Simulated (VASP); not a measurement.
A run of VASP 6.6.1:

Contents of INCAR:

```
SYSTEM = Pb
ALGO = Normal ; EDIFF = 1E-6
ENCUT = 520 ; GGA = PE
ISIF = 2 ; ISMEAR = -1
LASPH = .TRUE. ; LCHARG = .FALSE.
LREAL = .FALSE. ; LWAVE = .FALSE.
NBANDS = 13 ; NELM = 80
PREC = Accurate ; SIGMA = 0.1
```

KPOINTS

```
k-points
0
G
  13 13 12
  0 0 0
```

File POSCAR:

```
Pb
1.0
    2.5338032885      0.0000000000      0.0000000000
   -1.2669016443      2.1943380161      0.0000000000
    0.0000000000      0.0000000000      2.3815772492
Pb
1
Direct
    0.0000000000      0.0000000000      0.0000000000
```

Potentials or basis: VASP PAW PBE potentials, release 64 (Pb_d).

Launch:

```console
$ cat potpaw_PBE.64/Pb_d/POTCAR > POTCAR
$ mpirun -np 1 vasp_std > vasp.out
```

Hardware: 1 thread of Intel Xeon 6975P-C (shared host).

Q: How long does it take, and how much memory?

A: Wall time 8.4 s on 1 thread of Intel Xeon 6975P-C, with other jobs on the host, peak memory 0.14 GiB. Counts: scf iterations 11, k points 147.
